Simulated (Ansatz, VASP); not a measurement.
**One calculation of AlN, two programs**

```
CELL_PARAMETERS angstrom
0.00000 2.18399 2.18399
2.18399 0.00000 2.18399
2.18399 2.18399 0.00000
ATOMIC_POSITIONS crystal
Al 0.00000 0.00000 0.00000
N 0.75000 0.75000 0.75000
```

Alike in both runs: task single point; functional PBE; k mesh 10 × 10 × 10; occupations gaussian, width 0.02 eV; no spin polarisation.

|  | VASP | Ansatz |
| --- | --- | --- |
| version | VASP 6.6.1 | Ansatz 0.2.0 |
| potentials or method | VASP PAW PBE potentials, release 64 (Al, N), cutoff 600 eV | scalar-relativistic, plane waves, PAW |
| valence electrons in the cell | 8 | 8 |

VASP gave:

```
gap on the k mesh at the Fermi level (eV) : 3.32
least direct gap on the mesh (eV)         : 4.20
pressure (GPa)                            : 4.5
```

Problem. Estimate Ansatz's values.

Solution. gap on the k mesh at the Fermi level (eV): 3.33; least direct gap on the mesh (eV): 4.19; pressure (GPa): 4.9.

The functional is the same, so the differences come from potentials, cutoffs and numerics.
